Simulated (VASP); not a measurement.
Se, 3 atoms in the cell. Symmetry: P3_121, No. 152, trigonal system. Conventional cell: a = 4.356 Å, b = 4.356 Å, c = 4.944 Å, α = 90.00°, β = 90.00°, γ = 120.00°. Within 3.1 Å of Se (site symmetry 2) lie 2 Se at 2.37 Å. 

| Quantity | Value |
| --- | --- |
| Program | VASP 6.6.1 |
| Task | relaxation of cell and atoms |
| Functional | r2SCAN |
| Potentials or basis | VASP PAW PBE potentials, release 64 (Se) |
| Cutoff | 600 eV |
| k mesh | 5 × 5 × 4 |
| Occupations | fermi-dirac, width 0.035 eV |
| Spin | no spin polarisation |
| Dipole correction | no |
| Further INCAR settings | ALGO = Normal; EDIFF = 1e-06; IBRION = 2; EDIFFG = -0.01; NSW = 60; ISIF = 3 |

Potentials or basis: VASP PAW PBE potentials, release 64 (Se).

Command:

```sh
$ cat potpaw_PBE.64/Se/POTCAR > POTCAR
$ cp INCAR.step1 INCAR
$ mpirun -np 1 vasp_std > vasp.out
$ cp INCAR.step2 INCAR
$ mpirun -np 1 vasp_std > vasp.out
```

Hardware: 1 thread of Intel(R) Xeon(R) Platinum 8488C (Sapphire Rapids), on a shared host.

Problem. Estimate the wall time of this run.

Solution. Run time: 9.6 min on 1 thread of Intel(R) Xeon(R) Platinum 8488C (Sapphire Rapids), on a shared host, peak memory 0.25 GiB. Counts: k points 33, ion steps 10.
